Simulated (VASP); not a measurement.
# CuSi16 (a cell with a defect) in VASP: further runs

CuSi16 (a cell with a defect) is run at these levels: PBEsol; tasks: single point.

Program: VASP 6.6.1. These are calculated values, not measurements. Logs are shortened: lines on timing, memory, paths and dates and some standing lists are left out, and cuts for length are marked.

**1. The cell of the first run**

The cell holds a defect, 17 atoms: a = 7.679 Å, b = 7.679 Å, c = 7.679 Å, α = 60.00°, β = 60.00°, γ = 60.00°.

**2. Single point, PBEsol, collinear spin, zero start**

File INCAR:

```
PREC = Accurate
ENCUT = 520
EDIFF = 1E-6
ISMEAR = -1
SIGMA = 0.02
LREAL = Auto
LASPH = T
NELM = 150
ALGO = Normal
ISIF = 2
LWAVE = F
LCHARG = F
ISPIN = 2
MAGMOM = 0 0 0 0 0 0 0 0 0 0 0 0 0 0 0 0 0
LORBIT = 11
LMAXMIX = 4
GGA = PS
NBANDS = 56
```

File KPOINTS:

```
regular mesh
0
Gamma
  2 2 2
```

File POSCAR:

```
CuSi16
1.0
    0.0000000000      5.4300000000      5.4300000000
    5.4300000000      0.0000000000      5.4300000000
    5.4300000000      5.4300000000      0.0000000000
Si Cu
16 1
Direct
    0.0073278085     -0.0176589319      0.0066885820
    0.1275319521      0.1149151934      0.1267415285
    0.0054756906      0.0016173112      0.4999427256
    0.1362524862      0.1229976059      0.6205290976
   -0.0120838858      0.4891837017     -0.0128275322
    0.1120932781      0.6143676796      0.1115706262
    0.0072450276      0.5090418969      0.4796264273
    0.1274477901      0.6284509208      0.6128337937
    0.5007479742      0.0016023020      0.0045593923
    0.6211592081      0.1229943831      0.1355170350
    0.5084671271      0.0099310313      0.5077485267
    0.6326603131      0.1333649171      0.6317540516
    0.4802033149      0.5089830571      0.0065696133
    0.6135565378      0.6284209945      0.1266147330
    0.5006354512      0.5061161142      0.4998045120
    0.6211052486      0.6377129834      0.6205030387
    0.8326712707      0.3344874770      0.8319716390
```

Potentials or basis: VASP PAW PBE potentials, release 64 (Si, Cu).

The run is started by

```sh
> cat potpaw_PBE.64/Si/POTCAR potpaw_PBE.64/Cu/POTCAR > POTCAR
> mpirun -np 1 vasp_std > vasp.out
```

OUTCAR:

```text
PREC = Accurate
   ENCUT = 520
   EDIFF = 1E-6
   ISMEAR = -1
   LREAL = Auto
   LASPH = T
   NELM = 150
   ISIF = 2
   ISPIN = 2
   LORBIT = 11
   GGA = PS

 ion  position               nearest neighbor table
   1  0.007  0.982  0.007-   6 2.32  17 2.34   2 2.34   4 2.42  10 2.42
   2  0.128  0.115  0.127-   1 2.34   3 2.34   9 2.34   5 2.35
   3  0.005  0.002  0.500-   4 2.34  12 2.34   8 2.34   2 2.34
   4  0.136  0.123  0.621-   3 2.34  11 2.34  17 2.40   7 2.42   1 2.42
   5  0.988  0.489  0.987-   6 2.34   2 2.35   8 2.36  14 2.36  17 2.92
   6  0.112  0.614  0.112-   1 2.32   7 2.32  13 2.32   5 2.34
   7  0.007  0.509  0.480-   6 2.32  17 2.34   8 2.34   4 2.42  16 2.42
   8  0.127  0.628  0.613-   7 2.34   3 2.34  15 2.34   5 2.36
   9  0.501  0.002  0.005-  10 2.34  12 2.34  14 2.34   2 2.34
  10  0.621  0.123  0.136-   9 2.34  11 2.34  17 2.40  13 2.42   1 2.42
  11  0.508  0.010  0.508-  12 2.33   4 2.34  10 2.34  16 2.34
  12  0.633  0.133  0.632-  11 2.33  15 2.34   9 2.34   3 2.34
  13  0.480  0.509  0.007-   6 2.32  17 2.34  14 2.34  10 2.42  16 2.42
  14  0.614  0.628  0.127-  13 2.34  15 2.34   9 2.34   5 2.36
  15  0.501  0.506  0.500-  16 2.34  12 2.34   8 2.34  14 2.34
  16  0.621  0.638  0.621-  15 2.34  11 2.34  17 2.40  13 2.42   7 2.42
  17  0.833  0.334  0.832-   1 2.34   7 2.34  13 2.34  16 2.40   4 2.40  10 2.40   5 2.92

  LATTYP: Found a face centered cubic cell.
 ALAT       =    10.8600000000

  Lattice vectors:

 A1 = (   0.0000000000,   5.4300000000,   5.4300000000)
 A2 = (   5.4300000000,   0.0000000000,   5.4300000000)
 A3 = (   5.4300000000,   5.4300000000,   0.0000000000)

Analysis of symmetry for initial positions (statically):
=====================================================================
 Subroutine PRICEL returns:
 Original cell was already a primitive cell.

 Routine SETGRP: Setting up the symmetry group for a
 face centered cubic supercell.

 Subroutine GETGRP returns: Found  1 space group operations
 (whereof  1 operations were pure point group operations)
 out of a pool of 48 trial point group operations.

The static configuration has the point symmetry C_1 .

Analysis of symmetry for dynamics (positions and initial velocities):
=====================================================================
 Subroutine PRICEL returns:
 Original cell was already a primitive cell.

 Routine SETGRP: Setting up the symmetry group for a
 face centered cubic supercell.

 Subroutine GETGRP returns: Found  1 space group operations
 (whereof  1 operations were pure point group operations)
 out of a pool of 48 trial point group operations.

The dynamic configuration has the point symmetry C_1 .

Analysis of structural, dynamic, and magnetic symmetry:
=====================================================================
 Subroutine PRICEL returns:
 Original cell was already a primitive cell.

 Routine SETGRP: Setting up the symmetry group for a
 face centered cubic supercell.

 Subroutine GETGRP returns: Found  1 space group operations
 (whereof  1 operations were pure point group operations)
 out of a pool of 48 trial point group operations.

The overall configuration has the point symmetry C_1 .

 Subroutine INISYM returns: Found  1 space group operations
 (whereof  1 operations are pure point group operations),
 and found     1 'primitive' translations

----------------------------------------------------------------------------------------

                                     Primitive cell

  volume of cell :     320.2060

  direct lattice vectors                    reciprocal lattice vectors
     0.000000000  5.430000000  5.430000000    -0.092081031  0.092081031  0.092081031
     5.430000000  0.000000000  5.430000000     0.092081031 -0.092081031  0.092081031
     5.430000000  5.430000000  0.000000000     0.092081031  0.092081031 -0.092081031

  length of vectors
     7.679179644  7.679179644  7.679179644     0.159489025  0.159489025  0.159489025

  position of ions in fractional coordinates (direct lattice)
     0.007327809  0.982341068  0.006688582
     0.127531952  0.114915193  0.126741528
     0.005475691  0.001617311  0.499942726
[... 70 lines left out ...]
  0.500000  0.000000  0.500000      1.000000
   k-points           NKPTS =      8   k-points in BZ     NKDIM =      8   number of bands    NBANDS=     56
   number of dos      NEDOS =    301   number of ions     NIONS =     17
   total plane-waves  NPLWV = 216000
   dimension x,y,z NGX =    60 NGY =   60 NGZ =   60
   dimension x,y,z NGXF=   120 NGYF=  120 NGZF=  120
   ions per type =              16   1
   NGX,Y,Z   is equivalent  to a cutoff of  12.99, 12.99, 12.99 a.u.
   NGXF,Y,Z  is equivalent  to a cutoff of  25.98, 25.98, 25.98 a.u.
 SYSTEM =  unknown system
   PREC   = accura    normal or accurate (medium, high low for compatibility)
   ISTART =      0    job   : 0-new  1-cont  2-samecut
   ICHARG =      2    charge: 1-file 2-atom 10-const
   ISPIN  =      2    spin polarized calculation?
   LNONCOLLINEAR =      F non collinear calculations
   LSORBIT =      F    spin-orbit coupling
   LASPH  =      T    aspherical Exc in radial PAW
   ENCUT  =  520.0 eV  38.22 Ry    6.18 a.u.  14.28 14.28 14.28*2*pi/ulx,y,z
   NELM   =    150;   NELMIN=  2; NELMDL= -5     # of ELM steps
   EDIFF  = 0.1E-05   stopping-criterion for ELM
   LREAL  =      T    real-space projection
   EDIFFG = 0.1E-04   stopping-criterion for IOM
   NSW    =      0    number of steps for IOM
[... 5 lines left out ...]
   TEBEG  =    0.0;   TEEND  =   0.0 temperature during run
   PSTRESS=    0.0 pullay stress
   NELECT =      75.0000    total number of electrons
   NUPDOWN=      -1.0000    fix difference up-down
   EMIN   =  10.00;   EMAX   =-10.00  energy-range for DOS
   EFERMI =   0.00;   METHOD = LEGACY
   ISMEAR =    -1;   SIGMA  =   0.02  broadening in eV -4-tet -1-fermi 0-gaus
   EFERMI_NEDOS =   21; number of points for ismear=-14 and -15
   IALGO  =     38    algorithm
   IMIX   =      4    mixing-type and parameters
     AMIX     =   0.40;   BMIX     =  1.00
     AMIX_MAG =   1.60;   BMIX_MAG =  1.00
  volume/ion in A,a.u.               =      18.84       127.11
  Fermi-wavevector in a.u.,A,eV,Ry     =   1.009142  1.907001 13.855720  1.018367
  Thomas-Fermi vector in A             =   2.142052
   LORBIT       =     11    0 simple, 1 ext, 2 COOP (PROOUT), +10 PAW based schemes
   GGA     = PS    functional components
   LHFCALC =     F    Hartree Fock is set to
   AEXX    =    0.0000 exact exchange contribution
   IVDW    =     0    specifies the selected vdW correction
   LEPSILON=     F    determine dielectric tensor
   LRPA    =     F    only Hartree local field effects (RPA)
 spin polarized calculation
  energy-cutoff  :      520.00
  volume of cell :      320.21
 maximum number of plane-waves:      8646
 NGX is ok and might be reduce to    60
   NGX = 29   NGY = 29   NGZ = 29

 number of electron      75.0000000 magnetization      -0.0002330

 number of electron      75.0000000 magnetization       0.0000709

 Free energy of the ion-electron system (eV)
  ---------------------------------------------------
  ext. energy  EPLUGINS =         0.00000000
  ---------------------------------------------------
  free energy    TOTEN  =       -93.47863994 eV

  energy without entropy =      -93.46571924  energy(sigma->0) =      -93.47217959

 E-fermi :   6.7765     XC(G=0):  -9.8203

 val. band max:        6.7682589525   @ k =   0.5000   0.5000   0.5000
 cond. band min:       6.8365702548   @ k =   0.5000   0.0000   0.0000
 fundamental gap:      0.0683113023
 Fermi energy:         6.7764563386

 spin component 1

 k-point     1 :       0.0000    0.0000    0.0000
  band No.  band energies     occupation
      1      -6.0114      1.00000
      2      -3.6565      1.00000
      3      -3.5935      1.00000
      4      -3.5928      1.00000
      5      -3.5327      1.00000
      6      -2.0744      1.00000
[... 405 lines left out ...]
     48      10.2799      0.00000
     49      10.2938      0.00000
 Fermi energy:         6.7764563386

 spin component 2

 k-point     1 :       0.0000    0.0000    0.0000
  band No.  band energies     occupation
      1      -6.0114      1.00000
      2      -3.6565      1.00000
      3      -3.5935      1.00000
      4      -3.5928      1.00000
      5      -3.5327      1.00000
      6      -2.0743      1.00000
[... 405 lines left out ...]
     48      10.2799      0.00000
     49      10.2939      0.00000
 [bands above 49 left out]

------------------------ aborting loop because EDIFF is reached ----------------------------------------

  FORCE on cell =-STRESS in cart. coord.  units (eV):
  Direction    XX          YY          ZZ          XY          YZ          ZX
  --------------------------------------------------------------------------------------
  -------------------------------------------------------------------------------------
  Total        4.4918045      4.4672776      4.4866283      0.0977941      0.0925875      0.1082389
  in kB       22.4751160     22.3523938     22.4492168      0.4893211      0.4632691      0.5415821
  external PRESSURE =      22.4255755 kB  Pullay stress =       0.0000000 kB

 VOLUME and BASIS-vectors are now :
 -----------------------------------------------------------------------------
  energy-cutoff  :      520.00
  volume of cell :      320.21
      direct lattice vectors                 reciprocal lattice vectors
     0.000000000  5.430000000  5.430000000    -0.092081031  0.092081031  0.092081031
     5.430000000  0.000000000  5.430000000     0.092081031 -0.092081031  0.092081031
     5.430000000  5.430000000  0.000000000     0.092081031  0.092081031 -0.092081031

 POSITION                                       TOTAL-FORCE (eV/Angst)
 -----------------------------------------------------------------------------------
      5.37043      0.07611      5.37390        -0.007283      0.009791     -0.006206
      1.31220      1.38070      1.31649        -0.000711      0.001261      0.000445
      2.72347      2.74442      0.03851         0.006669     -0.003130     -0.000849
      4.03735      4.10932      1.40773        -0.014481      0.001660     -0.001517
      8.01661     10.72473      8.02065         0.010666      0.009650      0.011041
      3.94185      1.21450      3.94468        -0.016013     -0.011114     -0.012819
[... 9 lines left out ...]
      6.83211      6.74193      6.83538         0.000493     -0.015832      0.001973
      6.33387      9.03901      6.33767        -0.004722     -0.007185     -0.006175
 -----------------------------------------------------------------------------------
    total drift:                                0.004511      0.004574      0.000588

  FREE ENERGIE OF THE ION-ELECTRON SYSTEM (eV)
  ---------------------------------------------------
  free  energy   TOTEN  =       -93.4786399392 eV

  energy  without entropy=      -93.4657192398  energy(sigma->0) =      -93.47217959

 total charge

# of ion       s       p       d       tot
------------------------------------------
    1        0.737   0.953   0.000   1.689
    2        0.745   0.949   0.000   1.693
    3        0.741   0.956   0.000   1.697
    4        0.736   0.946   0.000   1.683
    5        0.741   0.950   0.000   1.690
    6        0.758   0.937   0.000   1.695
[... 9 lines left out ...]
   16        0.736   0.946   0.000   1.683
   17        0.500   0.467   9.211  10.178
--------------------------------------------------
tot         12.366  15.665   9.211  37.242

 magnetization (x)

# of ion       s       p       d       tot
------------------------------------------
    1        0.000   0.000   0.000   0.000
    2        0.000   0.000   0.000   0.000
    3        0.000   0.000   0.000   0.000
    4        0.000  -0.000   0.000   0.000
    5        0.000   0.000   0.000   0.000
    6        0.000   0.000   0.000   0.000
[... 9 lines left out ...]
   16        0.000  -0.000   0.000   0.000
   17        0.000   0.000   0.000   0.000
--------------------------------------------------
tot          0.000   0.000   0.000   0.000
```

Wall time 25 min (1 thread of Intel Xeon 8259CL, shared host); peak memory 0.73 GiB.

Results:

```yaml
Free_energy: -93.4786 eV
Pressure: 2.2 GPa
Largest_force: 0.026 eV/Å
Net_moment: 0.00 μB per cell
Valence_electrons_inside_the_program's_atomic_spheres: Si 1.69, 1.70, 1.68 (each value once); Cu 10.18
```

Forces in eV/Å, atoms in the order of the input:
```
Si  -0.007  0.010 -0.006
Si  -0.001  0.001  0.000
Si   0.007 -0.003 -0.001
Si  -0.014  0.002 -0.002
Si   0.011  0.010  0.011
Si  -0.016 -0.011 -0.013
Si  -0.007 -0.005  0.011
Si   0.003  0.001  0.000
Si   0.001 -0.002  0.006
Si  -0.001  0.004 -0.017
Si   0.013  0.017  0.014
Si   0.000  0.001 -0.001
Si   0.014 -0.004 -0.006
Si   0.001  0.000  0.004
Si   0.001  0.004  0.002
Si   0.000 -0.016  0.002
Cu  -0.005 -0.007 -0.006
```

Caveat: the k points lie up to 0.50 Å⁻¹ apart; no moment was typed at the start, so none could form; the PAW data sets were made with another functional, which shifts forces and pressure a little.

**3. Single point, PBEsol, collinear spin, zero start**

File INCAR:

```
ALGO = Normal
EDIFF = 1E-6
ENCUT = 520
GGA = PS
ISIF = 2
ISMEAR = -1
ISPIN = 2
LASPH = True
LCHARG = False
LMAXMIX = 4
LORBIT = 11
LREAL = Auto
LWAVE = False
MAGMOM = 0 0 0 0 0 0 0 0 0 0 0 0 0 0 0 0 0
NBANDS = 56
NELM = 150
PREC = Accurate
SIGMA = 0.02
```

File KPOINTS:

```
k-points
0
Gamma
  2 2 2
```

File POSCAR:

```
CuSi16
1.0
    0.0000000000      5.4300000000      5.4300000000
    5.4300000000      0.0000000000      5.4300000000
    5.4300000000      5.4300000000      0.0000000000
Si Cu
16 1
Direct
    0.0037472376     -0.0079785451      0.0034549724
    0.1278548803      0.1182996317      0.1266373849
    0.0034606814      0.0016525783      0.5003306630
    0.1286794659      0.1285918048      0.6220382136
   -0.0099344383      0.4932779006     -0.0102646409
    0.1108197053      0.6245541436      0.1128593002
    0.0048809392      0.5097127993      0.4809334254
    0.1278444751      0.6279783610      0.6139606814
    0.5016167587      0.0019285451      0.0011574586
    0.6218883978      0.1288232044      0.1278381215
    0.5032282689      0.0059168508      0.5023941989
    0.6300944751      0.1273066298      0.6279114180
    0.4793685083      0.5102051565      0.0048007366
    0.6139411602      0.6282223757      0.1267417127
    0.5015921731      0.5002267956      0.5004689687
    0.6221078269      0.6315426335      0.6222352670
    0.8478476059      0.3595890424      0.8488465009
```

Potentials or basis: VASP PAW PBE potentials, release 64 (Si, Cu).

The run is started by

```sh
> cat potpaw_PBE.64/Si/POTCAR potpaw_PBE.64/Cu/POTCAR > POTCAR
> mpirun -np 1 vasp_std > vasp.out
```

It took 30 min on 1 thread of Intel Xeon 8259CL, shared host; peak memory 0.73 GiB.

The run converged. Its results:

- Free energy: -93.4485 eV
- Pressure: 2.3 GPa
- Largest force: 0.102 eV/Å
- Net moment: 0.00 μB per cell
- Valence electrons inside the program's atomic spheres: Si 1.70, 1.69, 1.68, 1.71 (each value once); Cu 10.14

Forces on the atoms (eV/Å):
```
Si  -0.022  0.027 -0.022
Si  -0.005  0.016 -0.003
Si   0.027 -0.001  0.003
Si  -0.001  0.010  0.003
Si  -0.003 -0.014 -0.007
Si  -0.031  0.003 -0.020
Si  -0.002 -0.008  0.023
Si  -0.002 -0.010  0.014
Si   0.005  0.002  0.022
Si   0.002  0.011 -0.006
Si   0.023  0.018  0.025
Si   0.015  0.004  0.010
Si   0.025 -0.005 -0.001
Si   0.015 -0.010 -0.001
Si   0.010  0.007  0.011
Si   0.013 -0.014  0.016
Cu  -0.068 -0.034 -0.068
```

Stress tensor (GPa, compression positive):
```
 2.27 -0.29 -0.26
-0.29  2.26 -0.34
-0.26 -0.34  2.26
```

Levels at points of the mesh, in eV from the Fermi level:
Spin up:
```tsv
k point	band 33	band 34	band 35	band 36	band 37	band 38	band 39	band 40	band 41	band 42
(0.00, 0.00, 0.00)	-1.43	-1.40	-1.12	-0.59	-0.47	-0.44	-0.14	0.02	0.02	0.11
(0.50, 0.00, 0.00)	-2.47	-1.35	-1.30	-1.25	-1.21	0.01	0.61	0.72	0.80	0.87
(0.00, 0.50, 0.00)	-2.46	-1.34	-1.30	-1.27	-1.18	0.04	0.57	0.72	0.78	0.87
(0.00, 0.00, 0.50)	-2.47	-1.35	-1.30	-1.25	-1.20	0.02	0.60	0.72	0.79	0.87
(0.50, 0.50, 0.50)	-2.54	-1.34	-1.34	-1.05	-1.01	-0.02	0.48	0.80	0.83	0.94
(0.50, 0.50, 0.00)	-2.30	-1.94	-1.92	-1.88	-1.49	0.14	0.48	1.47	1.52	1.62
(0.00, 0.50, 0.50)	-2.30	-1.93	-1.92	-1.88	-1.49	0.14	0.48	1.47	1.52	1.62
(0.50, 0.00, 0.50)	-2.29	-1.94	-1.91	-1.88	-1.47	0.13	0.49	1.47	1.52	1.61
```
Spin down:
| k point | band 34 | band 35 | band 36 | band 37 | band 38 | band 39 | band 40 | band 41 |
| --- | --- | --- | --- | --- | --- | --- | --- | --- |
| (0.00, 0.00, 0.00) | -1.40 | -1.12 | -0.59 | -0.47 | -0.44 | -0.14 | 0.02 | 0.02 |
| (0.50, 0.00, 0.00) | -1.35 | -1.30 | -1.25 | -1.21 | 0.01 | 0.61 | 0.72 | 0.80 |
| (0.00, 0.50, 0.00) | -1.34 | -1.30 | -1.27 | -1.18 | 0.04 | 0.57 | 0.72 | 0.78 |
| (0.00, 0.00, 0.50) | -1.35 | -1.30 | -1.25 | -1.20 | 0.02 | 0.60 | 0.72 | 0.79 |
| (0.50, 0.50, 0.50) | -1.34 | -1.34 | -1.05 | -1.01 | -0.02 | 0.48 | 0.80 | 0.83 |
| (0.50, 0.50, 0.00) | -1.94 | -1.92 | -1.88 | -1.49 | 0.14 | 0.48 | 1.47 | 1.52 |
| (0.00, 0.50, 0.50) | -1.93 | -1.92 | -1.88 | -1.49 | 0.14 | 0.48 | 1.47 | 1.52 |
| (0.50, 0.00, 0.50) | -1.94 | -1.91 | -1.88 | -1.47 | 0.13 | 0.49 | 1.47 | 1.52 |

Caveat: the k points lie up to 0.50 Å⁻¹ apart; no moment was typed at the start, so none could form; the PAW data sets were made with another functional, which shifts forces and pressure a little.
